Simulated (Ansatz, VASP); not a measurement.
**Two plane-wave programs on Mg6F**

File INCAR:

```
SYSTEM = Mg6F
ALGO     = Normal         ! electronic algorithm
DIPOL    = 0.5 0.5 0.326
EDIFF    = 1E-6           ! SCF threshold, eV
ENCUT    = 520            ! plane-wave cutoff, eV
GGA      = PE             ! functional
IDIPOL   = 3            
ISIF     = 2              ! what is computed and relaxed
ISMEAR   = 0              ! smearing method
LASPH    = .True.         ! aspherical terms in the spheres
LCHARG   = .False.        ! write CHGCAR
LDIPOL   = .True.       
LREAL    = .False.        ! projectors in reciprocal space
LWAVE    = .False.        ! write WAVECAR
NBANDS   = 18             ! bands
NELM     = 80             ! most SCF steps
PREC     = Accurate       ! precision mode
SIGMA    = 0.1            ! smearing width, eV
```

Contents of KPOINTS:

```
k-points
0
Gamma
  9 4 1
  0 0 0
```

Contents of POSCAR:

```
Mg6F
1.0
    3.2034417932      0.0000000000      0.0000000000
   -1.6017208966      7.8153198520      0.0000000000
    0.0000000000      0.0000000000     20.9851131634
Mg F
6 1
Direct
    0.8493879956      0.6987759913      0.1906113143
    0.5210014932      0.0420029864      0.2197581863
    0.1926149907      0.3852299814      0.2489050583
    0.3710660944      0.7414803149      0.3283003664
    0.0426232582      0.0834482649      0.3542380799
    0.7128162912      0.4251093731      0.3805132287
    0.7128162912      1.0501093731      0.5582582792
```

Input for Ansatz:

```yaml
crystal:
  lattice:
    - [3.2034417932, 0.0, 0.0]
    - [-1.6017208966, 7.815319852, 0.0]
    - [0.0, 0.0, 20.9851131634]
  atoms:
    - { symbol: Mg, position: [0.8493879956, 0.6987759913, 0.1906113143] }
    - { symbol: Mg, position: [0.5210014932, 0.0420029864, 0.2197581863] }
    - { symbol: Mg, position: [0.1926149907, 0.3852299814, 0.2489050583] }
    - { symbol: Mg, position: [0.3710660944, 0.7414803149, 0.3283003664] }
    - { symbol: Mg, position: [0.0426232582, 0.0834482649, 0.3542380799] }
    - { symbol: Mg, position: [0.7128162912, 0.4251093731, 0.3805132287] }
    - { symbol: F, position: [0.7128162912, 1.0501093731, 0.5582582792] }
basis:
  ecutwfc: 420
kpoints:
  mp_grid: { grid: [9, 4, 1] }
hamiltonian:
  xc: pbe
scf:
  occupations: { method: gaussian, width: 0.1 }
output:
  forces: true
  eigenvalues: true
efield:
  axis: 3
  dipole_correction: true
  ramp_width: 0.04
```

Alike in both runs: task single point; functional PBE; k mesh 9 × 4 × 1; occupations gaussian, width 0.1 eV; no spin polarisation.

```csv
,VASP,Ansatz
version,VASP 6.6.1,Ansatz 0.2.0
potentials or method,"VASP PAW PBE potentials, release 64 (Mg, F), cutoff 520 eV","scalar-relativistic, plane waves, PAW"
valence electrons in the cell,19,67
```

|  | VASP | Ansatz | Ansatz less VASP |
| --- | --- | --- | --- |
| gap on the k mesh at the Fermi level (eV) | none | none | - |
| rms of the force components (eV/Å) | 0.133 | 0.134 | +0.0013 |

Atom by atom the forces differ by 0.003 eV/Å (rms over components). A gap of «none» marks a metal or a gap that the smearing closes. VASP's potentials hold 19 valence electrons a cell and Ansatz's 67, so a difference there can come from the potentials and not from the codes.
